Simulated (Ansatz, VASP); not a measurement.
## AlNi: VASP beside Ansatz

```
Al Ni
1.0
     4.61344    0.00000    0.00000
    -2.30672    3.99535    0.00000
     0.00000    0.00000    3.72220
Al Ni
3 3
Cartesian
  2.3067 0.0000 0.0000
  1.1534 1.9977 0.0000
  -1.1534 1.9977 0.0000
  0.0000 0.0000 0.0000
  0.0000 2.6636 1.8611
  2.3067 1.3318 1.8611
```

Alike in both runs: task relaxation of cell and atoms; functional PBE; k mesh 6 × 6 × 6; occupations gaussian, width 0.1 eV; no spin polarisation.

|  | VASP | Ansatz |
| --- | --- | --- |
| version | VASP 6.6.1 | Ansatz 0.2.0 |
| potentials or method | VASP PAW PBE potentials, release 64 (Al, Ni), cutoff 600 eV | scalar-relativistic, plane waves, PAW |
| valence electrons in the cell | 39 | 63 |

Ansatz gave:

```
gap on the k mesh at the Fermi level, each at its own relaxed structure (eV) : none
relaxed volume (Å³/atom)                                                     : 15.03
relaxed cell length with the largest relative difference (Å)                 : 5.161
```

**Question.** Estimate VASP's values.

**Answer.** gap on the k mesh at the Fermi level, each at its own relaxed structure (eV): none; relaxed volume (Å³/atom): 15.11; relaxed cell length with the largest relative difference (Å): 5.176.

A gap of «none» marks a metal or a gap that the smearing closes. VASP's potentials hold 39 valence electrons a cell and Ansatz's 63, so a difference there can come from the potentials and not from the codes.

Noted on VASP's run: the volume moved by over 15 % at a fixed basis, so the end points are rough.
